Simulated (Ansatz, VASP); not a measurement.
# Li2S: VASP beside Ansatz

File POSCAR:

```
Li2S
1.0
    0.0000000000      2.8452942241      2.8452942241
    2.8452942241      0.0000000000      2.8452942241
    2.8452942241      2.8452942241      0.0000000000
S Li
1 2
Direct
    0.0000000000      0.0000000000      0.0000000000
    0.2500000000      0.2500000000      0.2500000000
    0.7500000000      0.7500000000      0.7500000000
```

File INCAR.step1:

```
ALGO     = Normal         # electronic algorithm
EDIFF    = 1E-5           # SCF threshold, eV
ENCUT    = 830            # plane-wave cutoff, eV
GGA      = PE             # functional
GGA_COMPAT= False        
ISMEAR   = 0              # smearing method
LASPH    = True           # aspherical terms in the spheres
LCHARG   = False          # write CHGCAR
LREAL    = False          # projectors in reciprocal space
LWAVE    = True           # write WAVECAR
NBANDS   = 13             # bands
NELM     = 120            # most SCF steps
PREC     = Accurate       # precision mode
SIGMA    = 0.01           # smearing width, eV
```

Contents of INCAR.step2:

```
ALGO     = Normal         # electronic algorithm
EDIFF    = 1E-6           # SCF threshold, eV
ENCUT    = 830            # plane-wave cutoff, eV
GGA_COMPAT= False        
ISIF     = 2              # what is computed and relaxed
ISMEAR   = 0              # smearing method
ISTART   = 1            
LASPH    = True           # aspherical terms in the spheres
LCHARG   = True           # write CHGCAR
LELF     = True           # ELF
LMIXTAU  = True         
LREAL    = False          # projectors in reciprocal space
LVHAR    = True         
LWAVE    = False          # write WAVECAR
METAGGA  = R2SCAN         # meta-GGA
NBANDS   = 13             # bands
NELM     = 120            # most SCF steps
PREC     = Accurate       # precision mode
SIGMA    = 0.01           # smearing width, eV
```

KPOINTS

```
k-points
0
Gamma
  8 8 8
```

Input for Ansatz:

```yaml
crystal:
  lattice:
    - [0.0, 2.8452942241, 2.8452942241]
    - [2.8452942241, 0.0, 2.8452942241]
    - [2.8452942241, 2.8452942241, 0.0]
  atoms:
    - { symbol: S, position: [0.0, 0.0, 0.0] }
    - { symbol: Li, position: [0.25, 0.25, 0.25] }
    - { symbol: Li, position: [0.75, 0.75, 0.75] }
kpoints:
  mp_grid: { grid: [8, 8, 8] }
  band_path:
    path:
      - [0.0, 0.0, 0.0]
      - [0.5, 0.0, 0.5]
      - [0.625, 0.25, 0.625]
      - [0.375, 0.375, 0.75]
      - [0.5, 0.5, 0.5]
      - [0.5, 0.25, 0.75]
      - [0.0, 0.5, 0.5]
    npoints: 1
hamiltonian:
  xc: r2scan
scf:
  occupations: { method: fixed }
  n_extra_bands: 4
output:
  forces: true
  stress: true
  eigenvalues: true
```

Alike in both runs: task single point; functional r2SCAN; k mesh 8 × 8 × 8; no spin polarisation.

|  | VASP | Ansatz |
| --- | --- | --- |
| version | VASP 6.6.1 | Ansatz 0.2.0 |
| potentials or method | VASP PAW PBE potentials, release 64 (S, Li_sv) | plane waves, PAW |
| plane-wave cutoff (eV) | 830 | 500 |
| occupations | gaussian, width 0.01 eV | fixed |
| valence electrons in the cell | 12 | 12 |

```csv
,VASP,Ansatz,Ansatz less VASP
gap on the k mesh at the Fermi level (eV),3.86,3.87,+0.017
pressure (GPa),-0.2,0.0,+0.20
```

VASP's potentials were made for PBE, not for r2SCAN.
